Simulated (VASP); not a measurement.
TiAl:

```
CELL_PARAMETERS angstrom
2.84802 0.00000 0.00000
-1.42401 2.46646 0.00000
0.00000 0.00000 4.64669
ATOMIC_POSITIONS crystal
Ti 0.00000 0.00000 0.00000
Al 0.33333 0.66667 0.50000
```

This cell differs from its parent crystal: volume scaled by 0.98.

Base run:

- Program: VASP 6.6.1
- Functional: PBEsol
- Potentials or basis: VASP PAW PBE potentials, release 64 (Ti_sv, Al)
- Cutoff: 520 eV
- k mesh: 11 × 11 × 6
- Occupations: fermi-dirac, width 0.05 eV
- Spin: no spin polarisation

Its results: pressure -0.7 GPa.

The run is repeated on the same cell with these changes: functional from PBEsol to PBE. What comes out?

Pressure 2.4 GPa.

PBE binds less tightly than PBEsol, so the same cell stands under more pressure.

Caveats: the PAW data sets were made with another functional, which shifts forces and pressure a little (some runs).
